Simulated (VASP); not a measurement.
A run of VASP 6.6.1:

File INCAR:

```
  ALGO = Normal
  EDIFF = 1E-6
  EDIFFG = -0.01
  ENCUT = 600
  GGA = PE
  IBRION = 2
  ISIF = 3
  ISMEAR = 0
  LASPH = T
  LCHARG = F
  LREAL = F
  LWAVE = F
  NELM = 80
  NSW = 80
  PREC = Accurate
  SIGMA = 0.02
```

File KPOINTS:

```
k-points
0
Gamma
  12 12 12
```

POSCAR

```
Te2Mo
1.0
    1.7784720757      1.0268013317      8.1847747427
   -1.7784720757      1.0268013317      8.1847747427
    0.0000000000     -2.0536026633      8.1847747427
Mo Te
1 2
Direct
    0.0006753977      0.0006753977      0.0006753977
    0.4075783500      0.4075783500      0.4075783500
    0.2604462524      0.2604462524      0.2604462524
```

Potentials or basis: VASP PAW PBE potentials, release 64 (Mo_sv, Te).

Command:

```console
$ cat potpaw_PBE.64/Mo_sv/POTCAR potpaw_PBE.64/Te/POTCAR > POTCAR
$ mpirun -np 1 vasp_std > vasp.out
```

Hardware: 1 thread of Oxide Virtual Turin-like Processor, on a shared host.

**Question.** How long does it take, and how much memory?

**Answer.** It took 110 min on 1 thread of Oxide Virtual Turin-like Processor, with other jobs on the host, peak memory 0.94 GiB. Counts: scf iterations 31, k points 189, ion steps 4.
